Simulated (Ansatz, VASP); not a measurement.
## One calculation of Ti3Al5, two programs

```
Ti Al
1.0
     3.68913    0.00000    0.00000
     0.00000    3.68913    0.00000
     0.00000    0.00000    8.08946
Ti Al
3 5
Direct
  0.00000 0.00000 0.50000
  0.50000 0.50000 0.00000
  0.50000 0.50000 0.50000
  0.00000 0.50000 0.25235
  0.00000 0.50000 0.74765
  0.50000 0.00000 0.25235
  0.50000 0.00000 0.74765
  0.00000 0.00000 0.00000
```

Change from the starting cell: strain -0.050 along x and y, -0.025 along z, atoms carried along.

Alike in both runs: task single point; functional PBEsol; k mesh 10 × 10 × 6; occupations gaussian, width 0.15 eV; no spin polarisation.

|  | VASP | Ansatz |
| --- | --- | --- |
| version | VASP 6.6.1 | Ansatz 0.2.0 |
| potentials or method | VASP PAW PBE potentials, release 64 (Ti_sv, Al), cutoff 520 eV | scalar-relativistic, plane waves, PAW |
| valence electrons in the cell | 51 | 51 |

|  | VASP | Ansatz | Ansatz less VASP |
| --- | --- | --- | --- |
| gap on the k mesh at the Fermi level (eV) | none | none | - |
| pressure (GPa) | 19.1 | 19.1 | -0.05 |
| traceless stress, the component that is largest in VASP (GPa) | -3.63 | -3.63 | +0.007 |
| rms of the force components (eV/Å) | 0.081 | 0.082 | +0.0008 |

VASP's potentials were made for PBE, not for PBEsol. Atom by atom the forces differ by 0.001 eV/Å (rms over components). A gap of «none» marks a metal or a gap that the smearing closes.
